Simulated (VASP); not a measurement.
# HfO2 in VASP: settings compared

Aim: see how the results for HfO2 move with the level of theory and the settings. Levels: PBE, PBE+D4+U, PBEsol, PBEsol+D4+U. Tasks: elastic constants, single point.

All numbers are computed with VASP 6.6.1; they aren't measurements. Logs are shortened: lines on timing, memory, paths and dates and some standing lists are left out, and cuts for length are marked.

### 1 The cell of the first run

The structure is cubic, space group Fm-3m (No. 225). The conventional cell has a = 5.115 Å, b = 5.115 Å, c = 5.115 Å, α = 90.00°, β = 90.00°, γ = 90.00°. Hf (site symmetry m-3m) has 8 O at 2.21 Å within 2.9 Å. O (site symmetry -43m) has 4 Hf at 2.21 Å and 6 O at 2.56 Å within 2.9 Å.

### 2 Elastic constants, PBE

Contents of INCAR:

```
PREC     = Accurate       # precision mode
ENCUT    = 600            # plane-wave cutoff, eV
EDIFF    = 1E-8           # SCF threshold, eV
ISMEAR   = 0              # smearing method
SIGMA    = 0.01           # smearing width, eV
LREAL    = F              # projectors in reciprocal space
LASPH    = T              # aspherical terms in the spheres
NELM     = 120            # most SCF steps
ALGO     = Normal         # electronic algorithm
ISIF     = 3              # what is computed and relaxed
LWAVE    = F              # write WAVECAR
LCHARG   = F              # write CHGCAR
GGA      = PE             # functional
NBANDS   = 18             # bands
IBRION   = 6              # ionic algorithm
NFREE    = 2            
POTIM    = 0.015          # step
NSW      = 1              # ionic steps
GGA_COMPAT= F
```

Contents of KPOINTS:

```
regular mesh
0
Gamma
  6 6 6
```

Contents of POSCAR:

```
HfO2
1.0
    0.0000000000      2.5575000000      2.5575000000
    2.5575000000      0.0000000000      2.5575000000
    2.5575000000      2.5575000000      0.0000000000
Hf O
1 2
Direct
    0.0000000000      0.0000000000      0.0000000000
    0.7500000000      0.7500000000      0.7500000000
    0.2500000000      0.2500000000      0.2500000000
```

Potentials or basis: VASP PAW PBE potentials, release 64 (Hf_pv, O).

Started as:

```console
> cat potpaw_PBE.64/Hf_pv/POTCAR potpaw_PBE.64/O/POTCAR > POTCAR
> mpirun -np 1 vasp_std > vasp.out
```

OUTCAR:

```text
PREC = Accurate
   ENCUT = 600
   EDIFF = 1E-8
   ISMEAR = 0
   LREAL = F
   LASPH = T
   NELM = 120
   ISIF = 3
   GGA = PE
   IBRION = 6
   NFREE = 2
   POTIM = 0.015
   NSW = 1

 ion  position               nearest neighbor table
   1  0.000  0.000  0.000-   2 2.21   2 2.21   2 2.21   2 2.21   3 2.21   3 2.21   3 2.21   3 2.21

   2  0.750  0.750  0.750-   1 2.21   1 2.21   1 2.21   1 2.21
   3  0.250  0.250  0.250-   1 2.21   1 2.21   1 2.21   1 2.21

  LATTYP: Found a face centered cubic cell.
 ALAT       =     5.1150000000

  Lattice vectors:

 A1 = (   0.0000000000,   2.5575000000,   2.5575000000)
 A2 = (   2.5575000000,   0.0000000000,   2.5575000000)
 A3 = (   2.5575000000,   2.5575000000,   0.0000000000)

Analysis of symmetry for initial positions (statically):
=====================================================================
 Subroutine PRICEL returns:
 Original cell was already a primitive cell.

 Routine SETGRP: Setting up the symmetry group for a
 face centered cubic supercell.

 Subroutine GETGRP returns: Found 48 space group operations
 (whereof 48 operations were pure point group operations)
 out of a pool of 48 trial point group operations.

The static configuration has the point symmetry O_h .

Analysis of symmetry for dynamics (positions and initial velocities):
=====================================================================
 Subroutine PRICEL returns:
 Original cell was already a primitive cell.

 Routine SETGRP: Setting up the symmetry group for a
 face centered cubic supercell.

 Subroutine GETGRP returns: Found 48 space group operations
 (whereof 48 operations were pure point group operations)
 out of a pool of 48 trial point group operations.

The dynamic configuration has the point symmetry O_h .

 Subroutine INISYM returns: Found 48 space group operations
 (whereof 48 operations are pure point group operations),
 and found     1 'primitive' translations

----------------------------------------------------------------------------------------

                                     Primitive cell

  volume of cell :      33.4562

  direct lattice vectors                    reciprocal lattice vectors
     0.000000000  2.557500000  2.557500000    -0.195503421  0.195503421  0.195503421
     2.557500000  0.000000000  2.557500000     0.195503421 -0.195503421  0.195503421
     2.557500000  2.557500000  0.000000000     0.195503421  0.195503421 -0.195503421

  length of vectors
     3.616851186  3.616851186  3.616851186     0.338621859  0.338621859  0.338621859

  position of ions in fractional coordinates (direct lattice)
     0.000000000  0.000000000  0.000000000
     0.750000000  0.750000000  0.750000000
     0.250000000  0.250000000  0.250000000

  ion indices of the primitive-cell ions
   primitive index   ion index
                 1           1
                 2           2
                 3           3

----------------------------------------------------------------------------------------

 KPOINTS: regular mesh

[... 101 lines left out ...]

 Free energy of the ion-electron system (eV)
  ---------------------------------------------------
  ext. energy  EPLUGINS =         0.00000000
  ---------------------------------------------------
  free energy    TOTEN  =       -30.23888350 eV

  energy without entropy =      -30.23888350  energy(sigma->0) =      -30.23888350

------------------------ aborting loop because EDIFF is reached ----------------------------------------

  FORCE on cell =-STRESS in cart. coord.  units (eV):
  Direction    XX          YY          ZZ          XY          YZ          ZX
  --------------------------------------------------------------------------------------
  -------------------------------------------------------------------------------------
  Total       -1.3021157     -1.3021157     -1.3021157      0.0000000      0.0000000     -0.0000000
  in kB      -62.3567148    -62.3567148    -62.3567148      0.0000000      0.0000000     -0.0000000
  external PRESSURE =     -62.3567148 kB  Pullay stress =       0.0000000 kB
[... 92 lines left out ...]
  FREE ENERGIE OF THE ION-ELECTRON SYSTEM (eV)
  ---------------------------------------------------
  free  energy   TOTEN  =       -30.2457934806 eV

  energy  without entropy=      -30.2457934806  energy(sigma->0) =      -30.24579348

[... ionic steps 4 to 14 ...]

--------------------------------------- Ionic step       15  -------------------------------------------

 number of electron      21.9999994 magnetization

------------------------ aborting loop because EDIFF is reached ----------------------------------------
[... 69 lines left out ...]
--------------------------------------- Ionic step       17  -------------------------------------------

 number of electron      21.9999994 magnetization

 Free energy of the ion-electron system (eV)
  ---------------------------------------------------
  ext. energy  EPLUGINS =         0.00000000
  ---------------------------------------------------
  free energy    TOTEN  =       -30.23777254 eV

  energy without entropy =      -30.23777254  energy(sigma->0) =      -30.23777254

 E-fermi :   4.1172     XC(G=0): -11.6969

 val. band max:        4.0530205404   @ k =   0.0000   0.5000   0.5000
 cond. band min:       7.7832902550   @ k =   0.0000   0.5000   0.5000
 fundamental gap:      3.7302697146
 Fermi energy:         4.1171556218

 k-point     1 :       0.0000    0.0000    0.0000
  band No.  band energies     occupation
      1     -25.7594      2.00000
      2     -25.7568      2.00000
      3     -25.7541      2.00000
      4     -14.5151      2.00000
      5     -11.6142      2.00000
      6      -1.1453      2.00000
[... 481 lines left out ...]
      5     -12.4484      2.00000
      6      -0.5353      2.00000
[... 10 lines left out ...]
     17      14.3126      0.00000
     18      16.5058      0.00000

 [... further k-points ...]

------------------------ aborting loop because EDIFF is reached ----------------------------------------

  FORCE on cell =-STRESS in cart. coord.  units (eV):
  Direction    XX          YY          ZZ          XY          YZ          ZX
  --------------------------------------------------------------------------------------
  -------------------------------------------------------------------------------------
  Total       -1.2956926     -1.3003335     -1.3003335      0.0000000     -0.0836970      0.0000000
  in kB      -62.0491209    -62.2713684    -62.2713684      0.0000000     -4.0081484      0.0000000
  external PRESSURE =     -62.1972859 kB  Pullay stress =       0.0000000 kB
[... 18 lines left out ...]
  FREE ENERGIE OF THE ION-ELECTRON SYSTEM (eV)
  ---------------------------------------------------
  free  energy   TOTEN  =       -30.2377725447 eV

  energy  without entropy=      -30.2377725447  energy(sigma->0) =      -30.23777254

 INTERNAL STRAIN TENSORS FROM STRAINED CELLS
 ============================================

 INTERNAL STRAIN TENSOR FOR ION    1 for displacements in x,y,z  (eV/Angst):
          X           Y           Z          XY          YZ          ZX
  --------------------------------------------------------------------------------
  x    -0.00000     0.00000     0.00000     0.00000    -0.00000    -0.00000
  y    -0.00000     0.00000    -0.00000    -0.00000     0.00000     0.00000
  z     0.00000     0.00000     0.00000    -0.00000     0.00000    -0.00000

 INTERNAL STRAIN TENSORS FROM DISPLACED ATOMS
 ============================================

 INTERNAL STRAIN TENSOR FOR ION    1 for displacements in x,y,z  (eV/Angst):
          X           Y           Z          XY          YZ          ZX
  --------------------------------------------------------------------------------
  x     0.00000     0.00000     0.00000     0.00000     0.00000     0.00000
  y     0.00000     0.00000     0.00000     0.00000     0.00000     0.00000
  z     0.00000     0.00000     0.00000     0.00000     0.00000     0.00000

 INTERNAL STRAIN TENSOR FOR ION    3 for displacements in x,y,z  (eV/Angst):
          X           Y           Z          XY          YZ          ZX
  --------------------------------------------------------------------------------
  x     0.00000     0.00000     0.00000     0.00000    -5.57318     0.00000
  y     0.00000     0.00000     0.00000     0.00000     0.00000    -5.57318
  z     0.00000     0.00000     0.00000    -5.57318     0.00000     0.00000

 Eigenvectors and eigenvalues of the dynamical matrix
 ----------------------------------------------------

   1 f  =   16.510326 THz   103.737437 2PiTHz  550.725190 cm-1    68.281190 meV
             X         Y         Z           dx          dy          dz
      0.000000  0.000000  0.000000    -0.000000    0.000000    0.000000
      3.836250  3.836250  3.836250    -0.121552    0.696581   -0.000000
      1.278750  1.278750  1.278750     0.121552   -0.696581    0.000000
[... 43 lines left out ...]
   9 f/i=    0.003756 THz     0.023599 2PiTHz    0.125285 cm-1     0.015533 meV
             X         Y         Z           dx          dy          dz
      0.000000  0.000000  0.000000    -0.697711   -0.459479   -0.386774
      3.836250  3.836250  3.836250    -0.209266   -0.137812   -0.116006
      1.278750  1.278750  1.278750    -0.209266   -0.137812   -0.116006

--------------------------------------------------------------------------------------------------------

 ELASTIC MODULI CONTR FROM IONIC RELAXATION (kBar)
 Direction    XX          YY          ZZ          XY          YZ          ZX
 --------------------------------------------------------------------------------
 XX          -0.0000     -0.0000     -0.0000      0.0000      0.0000      0.0000
 YY          -0.0000     -0.0000     -0.0000      0.0000      0.0000      0.0000
 ZZ          -0.0000     -0.0000     -0.0000     -0.0000      0.0000      0.0000
 XY           0.0000      0.0000     -0.0000   -166.7017      0.0000      0.0000
 YZ           0.0000      0.0000      0.0000      0.0000   -166.7017     -0.0000
 ZX           0.0000      0.0000      0.0000      0.0000     -0.0000   -166.7017
 --------------------------------------------------------------------------------

 TOTAL ELASTIC MODULI (kBar)
 Direction    XX          YY          ZZ          XY          YZ          ZX
 --------------------------------------------------------------------------------
 XX        5323.3239    802.8712    802.8712      0.0000      0.0000      0.0000
 YY         802.8712   5323.3239    802.8712      0.0000      0.0000      0.0000
 ZZ         802.8712    802.8712   5323.3239      0.0000      0.0000      0.0000
 XY           0.0000      0.0000      0.0000    612.3500      0.0000      0.0000
 YZ           0.0000      0.0000      0.0000      0.0000    612.3500     -0.0000
 ZX           0.0000      0.0000      0.0000      0.0000     -0.0000    612.3500
 --------------------------------------------------------------------------------
```

Run time: 4.1 min. Hardware: 1 thread of Intel Xeon 6975P-C (Granite Rapids), shared host; peak memory 0.25 GiB.

Results:

* Elastic constants C11, C12, C44: 532, 80, 61 GPa
* Voigt bulk modulus: 231 GPa
* Highest phonon frequency at Γ, LO-TO splitting left out: 551 cm⁻¹

Phonon frequencies in cm⁻¹ (negative: imaginary):
```tsv
q point	frequencies
(0.000, 0.000, 0.000)	0 0 0 197 197 197 551 551 551
```

Elastic tensor in Voigt notation (GPa, in the Cartesian axes of the cell as first typed):
```
532  80  80   0   0   0
 80 532  80   0   0   0
 80  80 532   0   0   0
  0   0   0  61   0   0
  0   0   0   0  61   0
  0   0   0   0   0  61
```

Clamped-ion elastic tensor (GPa):
```
532  80  80   0   0   0
 80 532  80   0   0   0
 80  80 532   0   0   0
  0   0   0  78   0   0
  0   0   0   0  78   0
  0   0   0   0   0  78
```

Caveat: the cell is under stress, which shifts elastic constants; spin-orbit coupling is left out, which moves the levels of the heavy elements.

### 3 Single point, PBE+D4+U, collinear spin, zero start (the cell strained at random)

Contents of INCAR:

```
SYSTEM = HfO2
PREC = Accurate
ENCUT = 520
EDIFF = 1E-6
ISMEAR = -1
SIGMA = 0.1
LREAL = .False.
LASPH = .True.
NELM = 150
ALGO = Normal
ISIF = 2
LWAVE = .False.
LCHARG = .True.
ISPIN = 2
MAGMOM = 0 0 0
LORBIT = 11
LMAXMIX = 4
LDAU = .True.
LDAUTYPE = 2
LDAUL = 2 -1
LDAUU = 3.5 0
LDAUJ = 0 0
LDAUPRINT = 1
GGA = PE
IVDW = 13
LELF = .True.
LVHAR = .True.
NBANDS = 22
```

Contents of KPOINTS:

```
Automatic mesh
0
Gamma
  7 7 7
  0 0 0
```

Contents of POSCAR:

```
HfO2
1.0
    0.0449250000      2.5608900000      2.5949780000
    2.5960040000      0.0499640000      2.5899380000
    2.5953180000      2.5551650000      0.0506490000
Hf O
1 2
Direct
    0.0000000000      0.0000000000      0.0000000000
    0.7506683498      0.7513434951      0.7513614309
    0.2493316502      0.2486565049      0.2486385691
```

Potentials or basis: VASP PAW PBE potentials, release 64 (Hf_pv, O).

Started as:

```console
> cat potpaw_PBE.64/Hf_pv/POTCAR potpaw_PBE.64/O/POTCAR > POTCAR
> mpirun -np 1 vasp_std > vasp.out
```

It took 3.8 min on 1 thread of Intel Xeon Platinum 8488C (Sapphire Rapids), shared host; peak memory 0.3 GiB.

The run converged. Its results:

```
Free energy                                           : -28.8733 eV
Pressure                                              : 0.2 GPa
Largest force                                         : 0.016 eV/Å
Band gap on the k mesh                                : 4.24 eV (least direct gap 4.40 eV)
Net moment                                            : 0.00 μB per cell
Valence electrons inside the program's atomic spheres : Hf 8.06; O 5.12
Dispersion energy per atom                            : -0.189 eV
```

Forces in eV/Å, atoms in the order of the input:
```
Hf   0.000  0.000  0.000
O    0.010  0.009  0.008
O   -0.010 -0.009 -0.008
```

Stress tensor (GPa, compression positive):
```
-2.52 -1.26 -1.30
-1.26  4.55 -1.60
-1.30 -1.60 -1.45
```

Levels at points of the mesh, in eV from the valence-band top:
Spin up:
```
           k point  band 9  band 10  band 11  band 12  band 13  band 14
(0.00, 0.00, 0.00)   -0.72    -0.67    -0.49     4.54     4.67     5.46
```
Spin down:
```
           k point  band 9  band 10  band 11  band 12  band 13  band 14
(0.00, 0.00, 0.00)   -0.72    -0.67    -0.49     4.54     4.67     5.46
```

Eigenvalues of the final occupation matrices:
```csv
site,spin,trace,eigenvalues
site 1 d,1,0.62,0.05 0.05 0.16 0.17 0.18
site 1 d,2,0.62,0.05 0.05 0.16 0.17 0.18
```

Caveat: the cell differs from its parent crystal (the cell strained at random); spin-orbit coupling is left out, which moves the levels of the heavy elements; an odd mesh through Γ misses points on the zone boundary, where band edges can lie.

### 4 Single point, PBEsol

Contents of POSCAR:

```
HfO2
1.0
    0.0000000000      2.5575000000      2.5575000000
    2.5575000000      0.0000000000      2.5575000000
    2.5575000000      2.5575000000      0.0000000000
Hf O
1 2
Direct
    0.0000000000      0.0000000000      0.0000000000
    0.7500000000      0.7500000000      0.7500000000
    0.2500000000      0.2500000000      0.2500000000
```

Contents of INCAR.step1:

```
ALGO = Normal
EDIFF = 1E-7
ENCUT = 520
GGA = PS
ISIF = 2
ISMEAR = -1
LASPH = True
LCHARG = True
LMAXMIX = 4
LREAL = False
LWAVE = False
NBANDS = 18
NELM = 60
PREC = Accurate
SIGMA = 0.05
```

Contents of KPOINTS.step1:

```
k-points
0
Gamma
  9 9 9
```

Contents of INCAR.step2:

```
ALGO = Normal
EDIFF = 1E-7
ENCUT = 520
GGA = PS
ICHARG = 11
ISIF = 2
ISMEAR = -5
LASPH = True
LCHARG = False
LMAXMIX = 4
LORBIT = 10
LREAL = False
LWAVE = False
NEDOS = 1001
NELM = 60
PREC = Accurate
SIGMA = 0.05
```

Contents of KPOINTS.step2:

```
k-points
0
Gamma
  14 14 14
```

Started as:

```console
> cat potpaw_PBE.64/Hf_pv/POTCAR potpaw_PBE.64/O/POTCAR > POTCAR
> cp INCAR.step1 INCAR
> cp KPOINTS.step1 KPOINTS
> mpirun -np 1 vasp_std > vasp.out
> cp INCAR.step2 INCAR
> cp KPOINTS.step2 KPOINTS
> mpirun -np 1 vasp_std > vasp.out
```

It took 83 s on 1 thread of Intel Xeon 8259CL, shared host; peak memory 0.19 GiB.

Results (log left out):

```yaml
Valence_electrons_inside_the_program's_atomic_spheres: Hf 8.18; O 5.07
```

Levels at points of the mesh, in eV from the valence-band top:
```
           k point  band 9  band 10  band 11  band 12  band 13  band 14
(0.00, 0.00, 0.00)   -0.60    -0.60    -0.60     3.72     3.72     5.44
(0.50, 0.00, 0.00)   -2.72    -1.82    -1.82     4.43     4.43     6.71
(0.50, 0.50, 0.00)   -1.50    -1.50     0.00     3.60     5.29     6.36
```

Caveat: the PAW data sets were made with another functional, which shifts forces and pressure a little; spin-orbit coupling is left out, which moves the levels of the heavy elements.

### 5 Single point, PBEsol+D4+U, non-collinear spin, zero start, spin-orbit coupling

Contents of INCAR:

```
SYSTEM = HfO2
PREC = Accurate ; ENCUT = 600
EDIFF = 1E-6 ; ISMEAR = 1
SIGMA = 0.15 ; LREAL = .False.
LASPH = .True. ; NELM = 200
ALGO = Normal ; ISIF = 2
LWAVE = .False. ; LCHARG = .False.
MAGMOM = 0 0 0 0 0 0 0 0 0 ; LORBIT = 11
LSORBIT = .True. ; GGA_COMPAT = .False.
LORBMOM = .True. ; LMAXMIX = 4
LDAU = .True. ; LDAUTYPE = 2
LDAUL = 2 -1 ; LDAUU = 7 0
LDAUJ = 0 0 ; LDAUPRINT = 1
GGA = PS ; IVDW = 13
NBANDS = 35 ; ISYM = -1
KPAR = 4
```

Contents of KPOINTS:

```
Automatic mesh
0
Gamma
  7 7 7
  0.5 0.5 0.5
```

POSCAR is that of step 4.

Started as:

```console
> cat potpaw_PBE.64/Hf_pv/POTCAR potpaw_PBE.64/O/POTCAR > POTCAR
> mpirun -np 4 vasp_ncl > vasp.out
```

It took 3.1 min on 4 MPI ranks of Intel Xeon 6975P-C (Granite Rapids), shared host; peak memory 0.77 GiB.

It converged, with:

- Free energy: -28.8015 eV
- Pressure: 3.8 GPa
- Net moment: 0.00 μB per cell
- Valence electrons inside the program's atomic spheres: Hf 8.06; O 5.12
- Dispersion energy per atom: -0.108 eV

Moments on the atoms (μB; x, y, z):
```
Hf  0.00 0.00 0.00
O   0.00 0.00 0.00
O   0.00 0.00 0.00
```

Caveat: the cell stands under pressure; the PAW data sets were made with another functional, which shifts forces and pressure a little. The state reached can hang on the start; a lower one may exist.

### 6 Summary

| task | level | spin | U | cell | k mesh | cutoff (eV) | smearing | ions in elastic constants | k mesh for the DOS | occupations for the DOS | pressure (GPa) | moment (μB) |
| --- | --- | --- | --- | --- | --- | --- | --- | --- | --- | --- | --- | --- |
| elastic constants | PBE | off | - | a = 3.617 Å, angles 60.0°, 3 atoms | 6 × 6 × 6 | 600 | gaussian 0.01 eV | relaxed | - | - | - | - |
| single point | PBE+D4+U | collinear, zero start | Hf d U = 3.5 eV | a = 3.646, b = 3.667, c = 3.642 Å, angles 58.4, 59.2, 58.6°, 3 atoms | 7 × 7 × 7 | 520 | fermi-dirac 0.1 eV | - | - | - | 0.2 | 0.00 |
| single point | PBEsol | off | - | a = 3.617 Å, angles 60.0°, 3 atoms | 9 × 9 × 9 | 520 | fermi-dirac 0.05 eV | - | 14 × 14 × 14 | tetrahedron | - | - |
| single point | PBEsol+D4+U | non-collinear, zero start, SOC | Hf d U = 7.0 eV | a = 3.617 Å, angles 60.0°, 3 atoms | 7 × 7 × 7, shifted | 600 | methfessel-paxton 0.15 eV | - | - | - | 3.8 | 0.00 |

Alike in all rows: potentials or basis VASP PAW PBE potentials, release 64 (Hf_pv, O).

Caveats: spin-orbit coupling is left out, which moves the levels of the heavy elements (at least some runs); the PAW data sets were made with another functional, which shifts forces and pressure a little (at least some runs); the cell is under stress, which shifts elastic constants (at least some runs); an odd mesh through Γ misses points on the zone boundary, where band edges can lie (at least some runs); the cell stands under pressure (at least some runs).

Total energies depend on the potentials used, so only differences within one code and one set of settings carry meaning.
